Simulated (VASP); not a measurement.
Here is a VASP 6.6.1 calculation.

The input INCAR:

```
ALGO = Normal ; DIPOL = 0.5 0.5 0.336
EDIFF = 1E-6 ; ENCUT = 400
GGA = CA ; GGA_COMPAT = False
IDIPOL = 3 ; ISIF = 2
ISMEAR = -1 ; LASPH = True
LCHARG = False ; LDIPOL = True
LREAL = False ; LWAVE = False
NBANDS = 38 ; NELM = 120
NELMDL = -8 ; PREC = Accurate
SIGMA = 0.02
```

KPOINTS

```
k-points
0
Gamma
  6 6 1
```

Contents of POSCAR:

```
As
1.0
    4.2899033097      0.0000000000      0.0000000000
    0.0000000000      3.7056077722      0.0000000000
    0.0000000000      0.0000000000     28.2703730404
As
4
Direct
    0.0565837893      0.0000000000      0.3783315688
    0.4434162107      0.5000000000      0.3783315688
    0.5565837893      0.5000000000      0.2937501180
    0.9434162107      0.0000000000      0.2937501180
```

Potentials or basis: VASP PAW LDA potentials, release 64 (As_d).

Run with:

```bash
$ cat potpaw_LDA.64/As_d/POTCAR > POTCAR
$ mpirun -np 1 vasp_std > vasp.out
```

(1) Predict the largest force.

Answers

(1) 0.043 eV/Å.
